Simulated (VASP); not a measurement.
Zn, 1 atom in the cell. The structure is cubic, space group Fm-3m (No. 225). The conventional cell has a = 4.005 Å, b = 4.005 Å, c = 4.005 Å, α = 90.00°, β = 90.00°, γ = 90.00°. Within 3.7 Å of Zn (site symmetry m-3m) lie 12 Zn at 2.83 Å. This isn't the form of Zn at room conditions, which is hcp.

```yaml
Program: VASP 6.6.1
Task: single point
Functional: PBE
Potentials_or_basis: VASP PAW PBE potentials, release 64 (Zn)
Cutoff: 520 eV
k_mesh: 48 × 48 × 48
Occupations: fermi-dirac, width 0.0612256 eV
Spin: no spin polarisation
Dipole_correction: no
Further_INCAR_settings: ALGO = Normal; EDIFF = 1e-06; NBANDS = 12
```

Potentials or basis: VASP PAW PBE potentials, release 64 (Zn).

Launch:

```sh
$ cat potpaw_PBE.64/Zn/POTCAR > POTCAR
$ mpirun -np 1 vasp_std > vasp.out
```

Hardware: 1 thread of Intel(R) Xeon(R) Platinum 8488C (Sapphire Rapids) (shared host).

Question: How long does it take, and how much memory?

Answer: Wall time 2.8 min on 1 thread of Intel(R) Xeon(R) Platinum 8488C (Sapphire Rapids), with other jobs on the host, peak memory 0.59 GiB. Counts: scf iterations 10, k points 2769.
